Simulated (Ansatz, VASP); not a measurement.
# NaH in VASP and in Ansatz

```
CELL_PARAMETERS angstrom
-0.03613 2.42715 2.40481
2.43097 -0.04042 2.40910
2.40515 2.40561 -0.01460
ATOMIC_POSITIONS crystal
Na 0.03107 0.97562 0.00268
H 0.49212 0.51441 0.52596
```

Alike in both runs: task single point; functional PBEsol; k mesh 6 × 6 × 6; occupations fermi-dirac, width 0.05 eV; no spin polarisation.

```csv
,VASP,Ansatz
version,VASP 6.6.1,Ansatz 0.2.0
potentials or method,"VASP PAW PBE potentials, release 64 (Na_pv, H), cutoff 520 eV","plane waves, PAW"
valence electrons in the cell,8,10
```

Ansatz gave:

| Property | Result |
| --- | --- |
| pressure (GPa) | -0.7 |
| traceless stress, the component that is largest in VASP (GPa) | 0.57 |
| rms of the force components (eV/Å) | 0.076 |

**Question.** Estimate VASP's values.

**Answer.** Pressure (GPa): -0.7; traceless stress, the component that is largest in VASP (GPa): 0.57; rms of the force components (eV/Å): 0.077.

VASP's potentials were made for PBE, not for PBEsol. Atom by atom the forces differ by 0.001 eV/Å (rms over components). With one functional, cell and mesh, what is left measures potentials, basis and numerics. VASP's potentials hold 8 valence electrons a cell and Ansatz's 10, so a difference there can come from the potentials and not from the codes. Ansatz's warnings: stress scf threshold loose.
